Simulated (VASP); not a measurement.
# KCd15Se16 (a cell with a defect) in VASP: single point with PBE

Aim: the single point of KCd15Se16 (a cell with a defect) with PBE.

Everything below comes from runs of VASP 6.6.1. Logs are shortened: lines on timing, memory, paths and dates and some standing lists are left out, and cuts for length are marked.

### Step 1. The cell of the first run

The cell holds a defect, 32 atoms: a = 8.600 Å, b = 8.600 Å, c = 14.040 Å, α = 90.00°, β = 90.00°, γ = 120.00°.

### Step 2. Single point, PBE

File INCAR:

```
PREC     = Accurate       # precision mode
ENCUT    = 520            # plane-wave cutoff, eV
EDIFF    = 1E-7           # SCF threshold, eV
ISMEAR   = -1             # smearing method
SIGMA    = 0.01           # smearing width, eV
LREAL    = Auto         
LASPH    = T              # aspherical terms in the spheres
NELM     = 60             # most SCF steps
ALGO     = Normal         # electronic algorithm
ISIF     = 2              # what is computed and relaxed
LWAVE    = F              # write WAVECAR
LCHARG   = F              # write CHGCAR
GGA      = PE             # functional
NBANDS   = 164            # bands
NELECT   = 286.0        
KPAR     = 4
```

File KPOINTS:

```
regular mesh
0
Gamma
  3 3 2
```

File POSCAR:

```
KCd15Se16
1.0
    8.6000000000      0.0000000000      0.0000000000
   -4.3000000000      7.4478184726      0.0000000000
    0.0000000000      0.0000000000     14.0400000000
K Cd Se
1 15 16
Direct
    0.1666666667      0.3333333333      0.0561909242
    0.1666666667      0.3333333333      0.4734430367
    0.1867882745      0.8433941372     -0.0159647807
    0.1545412073      0.8272706037      0.5080573075
    0.6566058628      0.3132117255     -0.0159647807
    0.6727293963      0.3454587927      0.5080573075
    0.6566058628      0.8433941372     -0.0159647807
    0.6727293963      0.8272706037      0.5080573075
    0.3439752175      0.1560247825      0.2580797551
    0.3285784832      0.1714215168      0.7448599159
    0.3439752175      0.6879504350      0.2580797551
    0.3285784832      0.6571569664      0.7448599159
    0.8120495650      0.1560247825      0.2580797551
    0.8428430336      0.1714215168      0.7448599159
    0.8333333333      0.6666666667      0.2388960551
    0.8333333333      0.6666666667      0.7658391378
    0.1666666667      0.3333333333      0.2642300477
    0.1666666667      0.3333333333      0.6693538109
    0.1703888597      0.8351944298      0.1787842786
    0.1597492346      0.8298746173      0.6932599812
    0.6648055702      0.3296111403      0.1787842786
    0.6701253827      0.3402507654      0.6932599812
    0.6648055702      0.8351944298      0.1787842786
    0.6701253827      0.8298746173      0.6932599812
    0.3424024312      0.1575975688      0.4465168763
    0.3265615437      0.1734384563      0.9300975781
    0.3424024312      0.6848048625      0.4465168763
    0.3265615437      0.6531230874      0.9300975781
    0.8151951375      0.1575975688      0.4465168763
    0.8468769126      0.1734384563      0.9300975781
    0.8333333333      0.6666666667      0.4294334176
    0.8333333333      0.6666666667      0.9515408341
```

Potentials or basis: VASP PAW PBE potentials, release 64 (K_sv, Cd, Se).

On the command line:

```
$ cat potpaw_PBE.64/K_sv/POTCAR potpaw_PBE.64/Cd/POTCAR potpaw_PBE.64/Se/POTCAR > POTCAR
$ mpirun -np 4 vasp_std > vasp.out
```

OUTCAR:

```text
PREC = Accurate
   ENCUT = 520
   EDIFF = 1E-7
   ISMEAR = -1
   LREAL = Auto
   LASPH = T
   NELM = 60
   ISIF = 2
   GGA = PE
   NELECT = 286.0

 ion  position               nearest neighbor table
   1  0.167  0.333  0.056-  17 2.92  26 2.97  30 2.97  28 2.97
   2  0.167  0.333  0.473-  25 2.64  29 2.64  27 2.64  18 2.75  17 2.94
   3  0.187  0.843  0.984-  28 2.58  26 2.58  32 2.67  19 2.74
   4  0.155  0.827  0.508-  20 2.60  27 2.61  25 2.61  31 2.63
   5  0.657  0.313  0.984-  30 2.58  26 2.58  32 2.67  21 2.74
   6  0.673  0.345  0.508-  22 2.60  25 2.61  29 2.61  31 2.63
   7  0.657  0.843  0.984-  28 2.58  30 2.58  32 2.67  23 2.74
   8  0.673  0.827  0.508-  24 2.60  27 2.61  29 2.61  31 2.63
   9  0.344  0.156  0.258-  21 2.64  19 2.64  17 2.64  25 2.65
  10  0.329  0.171  0.745-  26 2.60  18 2.63  22 2.64  20 2.64
  11  0.344  0.688  0.258-  19 2.64  23 2.64  17 2.64  27 2.65
  12  0.329  0.657  0.745-  28 2.60  18 2.63  20 2.64  24 2.64
  13  0.812  0.156  0.258-  21 2.64  23 2.64  17 2.64  29 2.65
  14  0.843  0.171  0.745-  30 2.60  18 2.63  22 2.64  24 2.64
  15  0.833  0.667  0.239-  23 2.65  19 2.65  21 2.65  31 2.68
  16  0.833  0.667  0.766-  32 2.61  24 2.64  20 2.64  22 2.64
  17  0.167  0.333  0.264-   9 2.64  13 2.64  11 2.64   1 2.92   2 2.94
  18  0.167  0.333  0.669-  10 2.63  14 2.63  12 2.63   2 2.75
  19  0.170  0.835  0.179-  11 2.64   9 2.64  15 2.65   3 2.74
  20  0.160  0.830  0.693-   4 2.60  16 2.64  12 2.64  10 2.64
  21  0.665  0.330  0.179-  13 2.64   9 2.64  15 2.65   5 2.74
  22  0.670  0.340  0.693-   6 2.60  16 2.64  14 2.64  10 2.64
  23  0.665  0.835  0.179-  11 2.64  13 2.64  15 2.65   7 2.74
  24  0.670  0.830  0.693-   8 2.60  16 2.64  12 2.64  14 2.64
  25  0.342  0.158  0.447-   6 2.61   4 2.61   2 2.64   9 2.65
  26  0.327  0.173  0.930-   5 2.58   3 2.58  10 2.60   1 2.97
  27  0.342  0.685  0.447-   4 2.61   8 2.61   2 2.64  11 2.65
  28  0.327  0.653  0.930-   3 2.58   7 2.58  12 2.60   1 2.97
  29  0.815  0.158  0.447-   6 2.61   8 2.61   2 2.64  13 2.65
  30  0.847  0.173  0.930-   5 2.58   7 2.58  14 2.60   1 2.97
  31  0.833  0.667  0.429-   8 2.63   4 2.63   6 2.63  15 2.68
  32  0.833  0.667  0.952-  16 2.61   7 2.67   3 2.67   5 2.67

  LATTYP: Found a hexagonal cell.
 ALAT       =     8.6000000000
 C/A-ratio  =     1.6325581395

  Lattice vectors:

 A1 = (   8.6000000000,   0.0000000000,   0.0000000000)
 A2 = (  -4.3000000000,   7.4478184726,   0.0000000000)
 A3 = (   0.0000000000,   0.0000000000,  14.0400000000)

Analysis of symmetry for initial positions (statically):
=====================================================================
 Subroutine PRICEL returns:
 Original cell was already a primitive cell.

 Routine SETGRP: Setting up the symmetry group for a
 hexagonal supercell.

 Subroutine GETGRP returns: Found  6 space group operations
 (whereof  2 operations were pure point group operations)
 out of a pool of 24 trial point group operations.

The static configuration has the point symmetry C_1h.
 The point group associated with its full space group is C_3v.

Analysis of symmetry for dynamics (positions and initial velocities):
=====================================================================
 Subroutine PRICEL returns:
 Original cell was already a primitive cell.

 Routine SETGRP: Setting up the symmetry group for a
 hexagonal supercell.

 Subroutine GETGRP returns: Found  6 space group operations
 (whereof  2 operations were pure point group operations)
 out of a pool of 24 trial point group operations.

The dynamic configuration has the point symmetry C_1h.
 The point group associated with its full space group is C_3v.

 Subroutine INISYM returns: Found  6 space group operations
 (whereof  2 operations are pure point group operations),
 and found     1 'primitive' translations

----------------------------------------------------------------------------------------

                                     Primitive cell

  volume of cell :     899.2794

  direct lattice vectors                    reciprocal lattice vectors
     8.600000000  0.000000000  0.000000000     0.116279070  0.067133752  0.000000000
    -4.300000000  7.447818473  0.000000000     0.000000000  0.134267504  0.000000000
     0.000000000  0.000000000 14.040000000     0.000000000  0.000000000  0.071225071

  length of vectors
     8.600000000  8.600000000 14.040000000     0.134267504  0.134267504  0.071225071

  position of ions in fractional coordinates (direct lattice)
     0.166666667  0.333333333  0.056190924
     0.166666667  0.333333333  0.473443037
     0.186788275  0.843394137  0.984035219
     0.154541207  0.827270604  0.508057308
     0.656605863  0.313211725  0.984035219
     0.672729396  0.345458793  0.508057308
[... 24 lines left out ...]
     0.833333333  0.666666667  0.429433418
     0.833333333  0.666666667  0.951540834

  ion indices of the primitive-cell ions
   primitive index   ion index
                 1           1
                 2           2
                 3           3
                 4           4
                 5           5
                 6           6
[... 24 lines left out ...]
                31          31
                32          32

----------------------------------------------------------------------------------------

 KPOINTS: regular mesh

Automatic generation of k-mesh.
 Grid dimensions read from file:
 generate k-points for:    3    3    2

 Generating k-lattice:

  Cartesian coordinates                     Fractional coordinates (reciprocal lattice)
     0.038759690  0.022377917  0.000000000     0.333333333  0.000000000  0.000000000
     0.000000000  0.044755835  0.000000000     0.000000000  0.333333333  0.000000000
     0.000000000  0.000000000  0.035612536     0.000000000  0.000000000  0.500000000

  Length of vectors
     0.044755835  0.044755835  0.035612536

  Shift w.r.t. Gamma in fractional coordinates (k-lattice)
     0.000000000  0.000000000  0.000000000

 Subroutine IBZKPT returns following result:
 ===========================================

 Found      6 irreducible k-points:

 Following reciprocal coordinates:
            Coordinates               Weight
  0.000000  0.000000  0.000000      1.000000
  0.333333 -0.000000  0.000000      6.000000
  0.333333  0.333333  0.000000      2.000000
  0.000000  0.000000  0.500000      1.000000
  0.333333 -0.000000  0.500000      6.000000
  0.333333  0.333333  0.500000      2.000000
   k-points           NKPTS =      6   k-points in BZ     NKDIM =      6   number of bands    NBANDS=    164
   number of dos      NEDOS =    301   number of ions     NIONS =     32
   total plane-waves  NPLWV = 442368
   dimension x,y,z NGX =    64 NGY =   64 NGZ =  108
   dimension x,y,z NGXF=   128 NGYF=  128 NGZF=  216
   ions per type =               1  15  16
   NGX,Y,Z   is equivalent  to a cutoff of  12.37, 12.37, 12.79 a.u.
   NGXF,Y,Z  is equivalent  to a cutoff of  24.74, 24.74, 25.58 a.u.
 SYSTEM =  unknown system
   PREC   = accura    normal or accurate (medium, high low for compatibility)
   ISTART =      0    job   : 0-new  1-cont  2-samecut
   ICHARG =      2    charge: 1-file 2-atom 10-const
   ISPIN  =      1    spin polarized calculation?
   LNONCOLLINEAR =      F non collinear calculations
   LSORBIT =      F    spin-orbit coupling
   LASPH  =      T    aspherical Exc in radial PAW
   ENCUT  =  520.0 eV  38.22 Ry    6.18 a.u.  15.99 15.99 26.11*2*pi/ulx,y,z
   NELM   =     60;   NELMIN=  2; NELMDL= -5     # of ELM steps
   EDIFF  = 0.1E-06   stopping-criterion for ELM
   LREAL  =      T    real-space projection
   EDIFFG = 0.1E-05   stopping-criterion for IOM
   NSW    =      0    number of steps for IOM
   IBRION =     -1    ionic relax: 0-MD 1-quasi-New 2-CG
   NFREE  =      0    steps in history (QN), initial steepest desc. (CG)
   ISIF   =      2    stress and relaxation
   ISYM   =      2    0-nonsym 1-usesym 2-fastsym
   POTIM  = 0.5000    time-step for ionic-motion
   TEBEG  =    0.0;   TEEND  =   0.0 temperature during run
   PSTRESS=    0.0 pullay stress
   NELECT =     286.0000    total number of electrons
   NUPDOWN=      -1.0000    fix difference up-down
   EMIN   =  10.00;   EMAX   =-10.00  energy-range for DOS
   EFERMI =   0.00;   METHOD = LEGACY
   ISMEAR =    -1;   SIGMA  =   0.01  broadening in eV -4-tet -1-fermi 0-gaus
   EFERMI_NEDOS =   21; number of points for ismear=-14 and -15
   IALGO  =     38    algorithm
   IMIX   =      4    mixing-type and parameters
     AMIX     =   0.40;   BMIX     =  1.00
     AMIX_MAG =   1.60;   BMIX_MAG =  1.00
  volume/ion in A,a.u.               =      28.10       189.64
  Fermi-wavevector in a.u.,A,eV,Ry     =   1.117460  2.111693 16.989822  1.248717
  Thomas-Fermi vector in A             =   2.254083
   LORBIT       =      0    0 simple, 1 ext, 2 COOP (PROOUT), +10 PAW based schemes
   GGA     = PE    functional components
   LHFCALC =     F    Hartree Fock is set to
   AEXX    =    0.0000 exact exchange contribution
   IVDW    =     0    specifies the selected vdW correction
   LEPSILON=     F    determine dielectric tensor
   LRPA    =     F    only Hartree local field effects (RPA)
 non-spin polarized calculation
  energy-cutoff  :      520.00
  volume of cell :      899.28
 maximum number of plane-waves:     24264
 NGX is ok and might be reduce to    64
   NGX = 31   NGY = 31   NGZ = 53

 number of electron     286.0000034 magnetization

 Free energy of the ion-electron system (eV)
  ---------------------------------------------------
  ext. energy  EPLUGINS =         0.00000000
  ---------------------------------------------------
  free energy    TOTEN  =       -85.68042309 eV

  energy without entropy =      -85.68042309  energy(sigma->0) =      -85.68042309

 E-fermi :   1.2863     XC(G=0):  -8.8840

 val. band max:        1.0309211836   @ k =   0.0000   0.0000   0.0000
 cond. band min:       1.7417194866   @ k =   0.0000   0.0000   0.0000
 fundamental gap:      0.7107983030
 Fermi energy:         1.2862740618

 k-point     1 :       0.0000    0.0000    0.0000
  band No.  band energies     occupation
      1     -27.9511      2.00000
      2     -11.8732      2.00000
      3     -11.6762      2.00000
      4     -11.6762      2.00000
      5     -11.6605      2.00000
      6     -11.4636      2.00000
[... 147 lines left out ...]
    154       4.2165      0.00000
    155       4.2165      0.00000

 k-point     2 :       0.3333   -0.0000    0.0000
  band No.  band energies     occupation
      1     -27.9511      2.00000
      2     -11.8620      2.00000
      3     -11.6996      2.00000
      4     -11.6786      2.00000
      5     -11.5753      2.00000
      6     -11.4144      2.00000
[... 779 lines left out ...]
    154       5.0623      0.00000
    155       5.1586      0.00000
 [bands above 155 left out]

------------------------ aborting loop because EDIFF is reached ----------------------------------------

  FORCE on cell =-STRESS in cart. coord.  units (eV):
  Direction    XX          YY          ZZ          XY          YZ          ZX
  --------------------------------------------------------------------------------------
  -------------------------------------------------------------------------------------
  Total       26.8343464     26.8343464     29.7112813      0.0000000     -0.0000000      0.0000000
  in kB       47.8087031     47.8087031     52.9343179      0.0000000     -0.0000000      0.0000000
  external PRESSURE =      49.5172414 kB  Pullay stress =       0.0000000 kB

 VOLUME and BASIS-vectors are now :
 -----------------------------------------------------------------------------
  energy-cutoff  :      520.00
  volume of cell :      899.28
      direct lattice vectors                 reciprocal lattice vectors
     8.600000000  0.000000000  0.000000000     0.116279070  0.067133752  0.000000000
    -4.300000000  7.447818473  0.000000000     0.000000000  0.134267504  0.000000000
     0.000000000  0.000000000 14.040000000     0.000000000  0.000000000  0.071225071

 POSITION                                       TOTAL-FORCE (eV/Angst)
 -----------------------------------------------------------------------------------
      0.00000      2.48261      0.78892        -0.000000     -0.000000      0.003272
      0.00000      2.48261      6.64714        -0.000000     -0.000000      0.011084
     -2.02022      6.28145     13.81585        -0.005992     -0.003459      0.010466
     -2.22821      6.16136      7.13312        -0.009445     -0.005453      0.000462
      4.30000      2.33274     13.81585        -0.000000      0.006919      0.010466
      4.30000      2.57291      7.13312        -0.000000      0.010906      0.000462
[... 24 lines left out ...]
      4.30000      4.96521      6.02925        -0.000000     -0.000000     -0.020128
      4.30000      4.96521     13.35963        -0.000000     -0.000000      0.017656
 -----------------------------------------------------------------------------------
    total drift:                                0.000003     -0.000002     -0.001191

  FREE ENERGIE OF THE ION-ELECTRON SYSTEM (eV)
  ---------------------------------------------------
  free  energy   TOTEN  =       -85.6804230877 eV

  energy  without entropy=      -85.6804230877  energy(sigma->0) =      -85.68042309
```

It took 14 min on 4 MPI ranks of Intel Xeon Platinum 8488C (Sapphire Rapids), shared host; peak memory 1.2 GiB.

What came out:

```
Free energy   : -85.6804 eV
Largest force : 0.032 eV/Å
```

Forces on the atoms (eV/Å):
```
K    0.000  0.000  0.003
Cd   0.000  0.000  0.011
Cd  -0.006 -0.003  0.010
Cd  -0.009 -0.005  0.000
Cd   0.000  0.007  0.010
Cd   0.000  0.011  0.000
Cd   0.006 -0.003  0.010
Cd   0.009 -0.005  0.000
Cd   0.011 -0.007 -0.008
Cd  -0.001  0.000 -0.006
Cd   0.000  0.013 -0.008
Cd   0.000 -0.001 -0.006
Cd  -0.011 -0.007 -0.008
Cd   0.001  0.000 -0.006
Cd   0.000  0.000 -0.003
Cd   0.000  0.000  0.001
Se   0.000  0.000  0.010
Se   0.000  0.000 -0.023
Se  -0.002 -0.001 -0.015
Se   0.005  0.003  0.002
Se   0.000  0.002 -0.015
Se   0.000 -0.005  0.002
Se   0.002 -0.001 -0.015
Se  -0.005  0.003  0.002
Se  -0.007  0.004  0.009
Se  -0.027  0.015  0.009
Se   0.000 -0.008  0.009
Se   0.000 -0.031  0.009
Se   0.007  0.004  0.009
Se   0.027  0.015  0.009
Se   0.000  0.000 -0.020
Se   0.000  0.000  0.018
```

Levels at points of the mesh, in eV from the Fermi level:
```tsv
k point	band 140	band 141	band 142	band 143	band 144	band 145	band 146	band 147
(0.00, 0.00, 0.00)	-0.54	-0.43	-0.26	-0.26	0.46	1.97	2.10	2.21
(0.00, 0.00, 0.50)	-0.43	-0.43	-0.30	-0.30	1.35	1.53	2.02	2.18
```

Caveat: the cell carries a net charge on a neutralising background, which shifts energy and pressure; the cell is charged against a uniform background, so pressure and absolute levels hang on convention.
